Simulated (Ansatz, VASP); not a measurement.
## One calculation of Ti3Al, two programs

```
Ti Al
1.0
     2.86039    0.00000    0.00000
    -1.43020    2.47717    0.00000
     0.00000    0.00000    9.04813
Ti Al
3 1
Direct
  0.66667 0.33333 0.00000
  0.33333 0.66667 0.75159
  0.33333 0.66667 0.24841
  0.66667 0.33333 0.50000
```

Alike in both runs: task relaxation of cell and atoms; functional LDA; k mesh 12 × 12 × 4; occupations fermi-dirac, width 0.15 eV; no spin polarisation.

|  | VASP | Ansatz |
| --- | --- | --- |
| version | VASP 6.6.1 | Ansatz 0.2.0 |
| potentials or method | VASP PAW LDA potentials, release 64 (Ti_sv, Al), cutoff 600 eV | scalar-relativistic, plane waves, PAW |
| valence electrons in the cell | 39 | 39 |

Ansatz gave:

| Item | Value |
| --- | --- |
| gap on the k mesh at the Fermi level, each at its own relaxed structure (eV) | none |
| relaxed volume (Å³/atom) | 16.05 |
| relaxed length of the cell vector where the two differ most in proportion (Å) | 2.856 |

**Question.** Estimate VASP's values.

**Answer.** gap on the k mesh at the Fermi level, each at its own relaxed structure (eV): none; relaxed volume (Å³/atom): 16.05; relaxed length of the cell vector where the two differ most in proportion (Å): 2.855.

Ansatz warns that its potentials were made for another functional, while VASP's fit it. LDA's correlation is that of Perdew and Zunger in VASP and of Perdew and Wang (1992) in Ansatz. A gap of «none» marks a metal or a gap that the smearing closes.
